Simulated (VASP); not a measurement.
# MgO (Fm-3m) in VASP: a series of runs

Runs on MgO. Level: PBE. Tasks: single point.

All numbers are computed with VASP 6.6.1; they aren't measurements. Logs are shortened: lines on timing, memory, paths and dates and some standing lists are left out, and cuts for length are marked.

## 1. The cell of the first run

Symmetry: Fm-3m, No. 225, cubic system. The conventional cell has a = 4.211 Å, b = 4.211 Å, c = 4.211 Å, α = 90.00°, β = 90.00°, γ = 90.00°. Mg (site symmetry m-3m) has 6 O at 2.11 Å within 2.8 Å. Within 2.8 Å of O (site symmetry m-3m) lie 6 Mg at 2.11 Å.

## 2. Single point, PBE

INCAR

```
SYSTEM = MgO
  PREC = Accurate
  ENCUT = 600
  EDIFF = 1E-6
  ISMEAR = 0
  SIGMA = 0.01
  LREAL = .False.
  LASPH = .True.
  NELM = 120
  ALGO = Normal
  ISIF = 2
  LWAVE = .False.
  LCHARG = .True.
  GGA = PE
  LELF = .True.
  LVHAR = .True.
  NBANDS = 46
  GGA_COMPAT = .False.
```

KPOINTS

```
Automatic mesh
0
Gamma
  1 1 1
  0 0 0
```

POSCAR

```
MgO
1.0
    0.0000000000      4.2110000000      4.2110000000
    4.2110000000      0.0000000000      4.2110000000
    4.2110000000      4.2110000000      0.0000000000
Mg O
8 8
Direct
    0.0000000000      0.0000000000      0.0000000000
    0.0000000000      0.0000000000      0.5000000000
    0.0000000000      0.5000000000      0.0000000000
    0.0000000000      0.5000000000      0.5000000000
    0.5000000000      0.0000000000      0.0000000000
    0.5000000000      0.0000000000      0.5000000000
    0.5000000000      0.5000000000      0.0000000000
    0.5000000000      0.5000000000      0.5000000000
    0.2500000000      0.2500000000      0.2500000000
    0.2500000000      0.2500000000      0.7500000000
    0.2500000000      0.7500000000      0.2500000000
    0.2500000000      0.7500000000      0.7500000000
    0.7500000000      0.2500000000      0.2500000000
    0.7500000000      0.2500000000      0.7500000000
    0.7500000000      0.7500000000      0.2500000000
    0.7500000000      0.7500000000      0.7500000000
```

Potentials or basis: VASP PAW PBE potentials, release 64 (Mg, O).

On the command line:

```console
cat potpaw_PBE.64/Mg/POTCAR potpaw_PBE.64/O/POTCAR > POTCAR
mpirun -np 1 vasp_gam > vasp.out
```

OUTCAR:

```text
SYSTEM = MgO
   PREC = Accurate
   ENCUT = 600
   EDIFF = 1E-6
   ISMEAR = 0
   LREAL = .False.
   LASPH = .True.
   NELM = 120
   ISIF = 2
   GGA = PE

 ion  position               nearest neighbor table
   1  0.000  0.000  0.000-  10 2.11  11 2.11  12 2.11  13 2.11  14 2.11  15 2.11   2 2.98   3 2.98
                             5 2.98   2 2.98   4 2.98   6 2.98   3 2.98   4 2.98   7 2.98   5 2.98
   2  0.000  0.000  0.500-   9 2.11  11 2.11  12 2.11  13 2.11  14 2.11  16 2.11   1 2.98   4 2.98
                             6 2.98   1 2.98   3 2.98   5 2.98   3 2.98   4 2.98   8 2.98   5 2.98
   3  0.000  0.500  0.000-   9 2.11  10 2.11  12 2.11  13 2.11  15 2.11  16 2.11   1 2.98   4 2.98
                             7 2.98   2 2.98   4 2.98   8 2.98   1 2.98   2 2.98   5 2.98   5 2.98
   4  0.000  0.500  0.500-   9 2.11  10 2.11  11 2.11  14 2.11  15 2.11  16 2.11   2 2.98   3 2.98
                             8 2.98   1 2.98   3 2.98   7 2.98   1 2.98   2 2.98   6 2.98   6 2.98
   5  0.500  0.000  0.000-   9 2.11  10 2.11  11 2.11  14 2.11  15 2.11  16 2.11   1 2.98   6 2.98
                             7 2.98   2 2.98   6 2.98   8 2.98   3 2.98   7 2.98   8 2.98   1 2.98
   6  0.500  0.000  0.500-   9 2.11  10 2.11  12 2.11  13 2.11  15 2.11  16 2.11   2 2.98   5 2.98
                             8 2.98   1 2.98   5 2.98   7 2.98   4 2.98   7 2.98   8 2.98   1 2.98
   7  0.500  0.500  0.000-   9 2.11  11 2.11  12 2.11  13 2.11  14 2.11  16 2.11   3 2.98   5 2.98
                             8 2.98   4 2.98   6 2.98   8 2.98   1 2.98   5 2.98   6 2.98   1 2.98
   8  0.500  0.500  0.500-  10 2.11  11 2.11  12 2.11  13 2.11  14 2.11  15 2.11   4 2.98   6 2.98
                             7 2.98   3 2.98   5 2.98   7 2.98   2 2.98   5 2.98   6 2.98   2 2.98
   9  0.250  0.250  0.250-   2 2.11   3 2.11   4 2.11   5 2.11   6 2.11   7 2.11
  10  0.250  0.250  0.750-   1 2.11   3 2.11   4 2.11   5 2.11   6 2.11   8 2.11
  11  0.250  0.750  0.250-   1 2.11   2 2.11   4 2.11   5 2.11   7 2.11   8 2.11
  12  0.250  0.750  0.750-   1 2.11   2 2.11   3 2.11   6 2.11   7 2.11   8 2.11
  13  0.750  0.250  0.250-   1 2.11   2 2.11   3 2.11   6 2.11   7 2.11   8 2.11
  14  0.750  0.250  0.750-   1 2.11   2 2.11   4 2.11   5 2.11   7 2.11   8 2.11
  15  0.750  0.750  0.250-   1 2.11   3 2.11   4 2.11   5 2.11   6 2.11   8 2.11
  16  0.750  0.750  0.750-   2 2.11   3 2.11   4 2.11   5 2.11   6 2.11   7 2.11

  LATTYP: Found a face centered cubic cell.
 ALAT       =     8.4220000000

  Lattice vectors:

 A1 = (   0.0000000000,   4.2110000000,   4.2110000000)
 A2 = (   4.2110000000,   0.0000000000,   4.2110000000)
 A3 = (   4.2110000000,   4.2110000000,   0.0000000000)

Analysis of symmetry for initial positions (statically):
=====================================================================
 Subroutine PRICEL returns following result:

  LATTYP: Found a face centered cubic cell.
 ALAT       =     4.2110000000

  Lattice vectors:

 A1 = (   0.0000000000,   2.1055000000,   2.1055000000)
 A2 = (   2.1055000000,   0.0000000000,   2.1055000000)
 A3 = (   2.1055000000,   2.1055000000,   0.0000000000)

   8 primitive cells build up your supercell.

 Routine SETGRP: Setting up the symmetry group for a
 face centered cubic supercell.

 Subroutine GETGRP returns: Found 48 space group operations
 (whereof 48 operations were pure point group operations)
 out of a pool of 48 trial point group operations.

The static configuration has the point symmetry O_h .

Analysis of symmetry for dynamics (positions and initial velocities):
=====================================================================
 Subroutine PRICEL returns following result:

  LATTYP: Found a face centered cubic cell.
 ALAT       =     4.2110000000

  Lattice vectors:

 A1 = (   0.0000000000,   2.1055000000,   2.1055000000)
 A2 = (   2.1055000000,   0.0000000000,   2.1055000000)
 A3 = (   2.1055000000,   2.1055000000,   0.0000000000)

   8 primitive cells build up your supercell.

 Routine SETGRP: Setting up the symmetry group for a
 face centered cubic supercell.

 Subroutine GETGRP returns: Found 48 space group operations
 (whereof 48 operations were pure point group operations)
 out of a pool of 48 trial point group operations.

The dynamic configuration has the point symmetry O_h .

 Subroutine INISYM returns: Found 48 space group operations
 (whereof 48 operations are pure point group operations),
 and found     8 'primitive' translations

----------------------------------------------------------------------------------------

                                     Primitive cell

  volume of cell :      18.6679

  direct lattice vectors                    reciprocal lattice vectors
     0.000000000  2.105500000  2.105500000    -0.237473284  0.237473284  0.237473284
     2.105500000  0.000000000  2.105500000     0.237473284 -0.237473284  0.237473284
     2.105500000  2.105500000  0.000000000     0.237473284  0.237473284 -0.237473284

  length of vectors
     2.977626656  2.977626656  2.977626656     0.411315794  0.411315794  0.411315794

  position of ions in fractional coordinates (direct lattice)
     0.000000000  0.000000000  0.000000000
     0.500000000  0.500000000  0.500000000

  ion indices of the primitive-cell ions
   primitive index   ion index
                 1           1
                 2           9

----------------------------------------------------------------------------------------

 KPOINTS: Automatic mesh

Automatic generation of k-mesh.
 Grid dimensions read from file:
 generate k-points for:    1    1    1

 Generating k-lattice:

  Cartesian coordinates                     Fractional coordinates (reciprocal lattice)
    -0.118736642  0.118736642  0.118736642     1.000000000  0.000000000  0.000000000
     0.118736642 -0.118736642  0.118736642     0.000000000  1.000000000  0.000000000
     0.118736642  0.118736642 -0.118736642     0.000000000  0.000000000  1.000000000

  Length of vectors
     0.205657897  0.205657897  0.205657897

  Shift w.r.t. Gamma in fractional coordinates (k-lattice)
     0.000000000  0.000000000  0.000000000

 Subroutine IBZKPT returns following result:
 ===========================================

 Found      1 irreducible k-points:

 Following reciprocal coordinates:
            Coordinates               Weight
  0.000000  0.000000  0.000000      1.000000
   k-points           NKPTS =      1   k-points in BZ     NKDIM =      1   number of bands    NBANDS=     46
   number of dos      NEDOS =    301   number of ions     NIONS =     16
   total plane-waves  NPLWV = 110592
   dimension x,y,z NGX =    48 NGY =   48 NGZ =   48
   dimension x,y,z NGXF=    96 NGYF=   96 NGZF=   96
   ions per type =               8   8
   NGX,Y,Z   is equivalent  to a cutoff of  13.40, 13.40, 13.40 a.u.
   NGXF,Y,Z  is equivalent  to a cutoff of  26.80, 26.80, 26.80 a.u.
 SYSTEM =  MgO
   PREC   = accura    normal or accurate (medium, high low for compatibility)
   ISTART =      0    job   : 0-new  1-cont  2-samecut
   ICHARG =      2    charge: 1-file 2-atom 10-const
   ISPIN  =      1    spin polarized calculation?
   LNONCOLLINEAR =      F non collinear calculations
   LSORBIT =      F    spin-orbit coupling
   LASPH  =      T    aspherical Exc in radial PAW
   ENCUT  =  600.0 eV  44.10 Ry    6.64 a.u.  11.89 11.89 11.89*2*pi/ulx,y,z
   NELM   =    120;   NELMIN=  2; NELMDL= -5     # of ELM steps
   EDIFF  = 0.1E-05   stopping-criterion for ELM
   LREAL  =      F    real-space projection
   EDIFFG = 0.1E-04   stopping-criterion for IOM
   NSW    =      0    number of steps for IOM
   IBRION =     -1    ionic relax: 0-MD 1-quasi-New 2-CG
   NFREE  =      0    steps in history (QN), initial steepest desc. (CG)
   ISIF   =      2    stress and relaxation
   ISYM   =      2    0-nonsym 1-usesym 2-fastsym
   POTIM  = 0.5000    time-step for ionic-motion
   TEBEG  =    0.0;   TEEND  =   0.0 temperature during run
   PSTRESS=    0.0 pullay stress
   NELECT =      64.0000    total number of electrons
   NUPDOWN=      -1.0000    fix difference up-down
   EMIN   =  10.00;   EMAX   =-10.00  energy-range for DOS
   EFERMI =   0.00;   METHOD = LEGACY
   ISMEAR =     0;   SIGMA  =   0.01  broadening in eV -4-tet -1-fermi 0-gaus
   EFERMI_NEDOS =   21; number of points for ismear=-14 and -15
   IALGO  =     38    algorithm
   IMIX   =      4    mixing-type and parameters
     AMIX     =   0.40;   BMIX     =  1.00
     AMIX_MAG =   1.60;   BMIX_MAG =  1.00
  volume/ion in A,a.u.               =       9.33        62.99
  Fermi-wavevector in a.u.,A,eV,Ry     =   1.234259  2.332411 20.727046  1.523395
  Thomas-Fermi vector in A             =   2.368956
   LORBIT       =      0    0 simple, 1 ext, 2 COOP (PROOUT), +10 PAW based schemes
   GGA     = PE    functional components
   LHFCALC =     F    Hartree Fock is set to
   AEXX    =    0.0000 exact exchange contribution
   IVDW    =     0    specifies the selected vdW correction
   LEPSILON=     F    determine dielectric tensor
   LRPA    =     F    only Hartree local field effects (RPA)
 non-spin polarized calculation
 Gauss-broadening in eV      SIGMA  =   0.01
  energy-cutoff  :      600.00
  volume of cell :      149.34
 maximum number of plane-waves:      2479
 NGX is ok and might be reduce to    48
   NGX = 23   NGY = 23   NGZ = 23

 number of electron      64.0000039 magnetization

 Free energy of the ion-electron system (eV)
  ---------------------------------------------------
  ext. energy  EPLUGINS =         0.00000000
  ---------------------------------------------------
  free energy    TOTEN  =       -88.27436147 eV

  energy without entropy =      -88.27436147  energy(sigma->0) =      -88.27436147

 E-fermi :   3.7412     XC(G=0): -10.9754

 val. band max:        3.6883952289   @ k =   0.0000   0.0000   0.0000
 cond. band min:       8.1732006253   @ k =   0.0000   0.0000   0.0000
 fundamental gap:      4.4848053964
 Fermi energy:         3.7412156093

 k-point     1 :       0.0000    0.0000    0.0000
  band No.  band energies     occupation
      1     -13.6447      2.00000
      2     -12.3047      2.00000
      3     -12.3047      2.00000
      4     -12.3047      2.00000
      5     -12.3047      2.00000
      6     -12.0329      2.00000
      7     -12.0329      2.00000
      8     -12.0329      2.00000
      9      -1.1298      2.00000
     10      -1.1298      2.00000
     11      -1.1298      2.00000
     12      -1.1298      2.00000
     13      -0.5753      2.00000
     14      -0.5753      2.00000
     15      -0.5753      2.00000
     16       2.2717      2.00000
     17       2.2717      2.00000
     18       2.2717      2.00000
     19       2.2717      2.00000
     20       2.2717      2.00000
     21       2.2717      2.00000
     22       3.0052      2.00000
     23       3.0052      2.00000
     24       3.0052      2.00000
     25       3.0052      2.00000
     26       3.0052      2.00000
     27       3.0052      2.00000
     28       3.0052      2.00000
     29       3.0052      2.00000
     30       3.6884      2.00000
     31       3.6884      2.00000
     32       3.6884      2.00000
     33       8.1732      0.00000
     34      11.2677      0.00000
     35      11.2677      0.00000
     36      11.2677      0.00000
     37      11.2677      0.00000
     38      12.4330      0.00000
     39      12.4330      0.00000
     40      12.4330      0.00000
     41      13.2342      0.00000
     42      13.2342      0.00000
     43      13.2342      0.00000
     44      16.2023      0.00000
 [bands above 44 left out]

------------------------ aborting loop because EDIFF is reached ----------------------------------------

  FORCE on cell =-STRESS in cart. coord.  units (eV):
  Direction    XX          YY          ZZ          XY          YZ          ZX
  --------------------------------------------------------------------------------------
  -------------------------------------------------------------------------------------
  Total        7.8872647      7.8872647      7.8872647      0.0000000     -0.0000000      0.0000000
  in kB       84.6157640     84.6157640     84.6157640      0.0000000     -0.0000000      0.0000000
  external PRESSURE =      84.6157640 kB  Pullay stress =       0.0000000 kB

 VOLUME and BASIS-vectors are now :
 -----------------------------------------------------------------------------
  energy-cutoff  :      600.00
  volume of cell :      149.34
      direct lattice vectors                 reciprocal lattice vectors
     0.000000000  4.211000000  4.211000000    -0.118736642  0.118736642  0.118736642
     4.211000000  0.000000000  4.211000000     0.118736642 -0.118736642  0.118736642
     4.211000000  4.211000000  0.000000000     0.118736642  0.118736642 -0.118736642

 POSITION                                       TOTAL-FORCE (eV/Angst)
 -----------------------------------------------------------------------------------
      0.00000      0.00000      0.00000         0.000000     -0.000000     -0.000000
      2.10550      2.10550      0.00000        -0.000000     -0.000000      0.000000
      2.10550      0.00000      2.10550        -0.000000      0.000000      0.000000
      4.21100      2.10550      2.10550         0.000000     -0.000000      0.000000
      0.00000      2.10550      2.10550        -0.000000     -0.000000     -0.000000
      2.10550      4.21100      2.10550         0.000000     -0.000000     -0.000000
      2.10550      2.10550      4.21100         0.000000      0.000000     -0.000000
      4.21100      4.21100      4.21100         0.000000      0.000000     -0.000000
      2.10550      2.10550      2.10550        -0.000000     -0.000000     -0.000000
      4.21100      4.21100      2.10550        -0.000000     -0.000000      0.000000
      4.21100      2.10550      4.21100         0.000000      0.000000      0.000000
      6.31650      4.21100      4.21100         0.000000      0.000000      0.000000
      2.10550      4.21100      4.21100         0.000000      0.000000     -0.000000
      4.21100      6.31650      4.21100         0.000000      0.000000      0.000000
      4.21100      4.21100      6.31650         0.000000      0.000000     -0.000000
      6.31650      6.31650      6.31650        -0.000000      0.000000      0.000000
 -----------------------------------------------------------------------------------
    total drift:                               -0.000000     -0.000000      0.000000

  FREE ENERGIE OF THE ION-ELECTRON SYSTEM (eV)
  ---------------------------------------------------
  free  energy   TOTEN  =       -88.2743614676 eV

  energy  without entropy=      -88.2743614676  energy(sigma->0) =      -88.27436147
```

Run time: 46 s. Hardware: 1 thread of Intel Xeon 8259CL, shared host; peak memory 0.3 GiB.

What came out:

```yaml
Free_energy: -88.2744 eV
Pressure: 8.5 GPa
Band_gap_on_the_k_mesh: 4.48 eV
```

Levels at points of the mesh, in eV from the valence-band top:
| k point | band 30 | band 31 | band 32 | band 33 | band 34 | band 35 |
| --- | --- | --- | --- | --- | --- | --- |
| (0.00, 0.00, 0.00) | 0.00 | 0.00 | 0.00 | 4.48 | 7.58 | 7.58 |

Caveat: the k points lie up to 1.29 Å⁻¹ apart.

## 3. Single point, PBE

INCAR

```
ALGO     = Normal         # electronic algorithm
EDIFF    = 1E-6           # SCF threshold, eV
ENCUT    = 600            # plane-wave cutoff, eV
GGA      = PE             # functional
GGA_COMPAT= False        
ISIF     = 2              # what is computed and relaxed
ISMEAR   = 0              # smearing method
LASPH    = True           # aspherical terms in the spheres
LCHARG   = False          # write CHGCAR
LREAL    = False          # projectors in reciprocal space
LWAVE    = False          # write WAVECAR
NBANDS   = 46             # bands
NELM     = 120            # most SCF steps
PREC     = Accurate       # precision mode
SIGMA    = 0.01           # smearing width, eV
```

KPOINTS

```
k-points
0
Gamma
  1 1 1
```

POSCAR is that of step 2.

Potentials or basis: VASP PAW PBE potentials, release 64 (Mg, O).

On the command line:

```console
cat potpaw_PBE.64/Mg/POTCAR potpaw_PBE.64/O/POTCAR > POTCAR
mpirun -np 1 vasp_gam > vasp.out
```

Wall time 46 s (1 thread of Intel Xeon 8259CL, shared host); peak memory 0.29 GiB.

The run converged. Its results:

| Quantity | Value |
| --- | --- |
| Free energy | -88.2744 eV |
| Pressure | 8.5 GPa |
| Band gap on the k mesh | 4.48 eV |

Levels at points of the mesh, in eV from the valence-band top:
```tsv
k point	band 30	band 31	band 32	band 33	band 34	band 35
(0.00, 0.00, 0.00)	0.00	0.00	0.00	4.48	7.58	7.58
```

Caveat: the k points lie up to 1.29 Å⁻¹ apart.
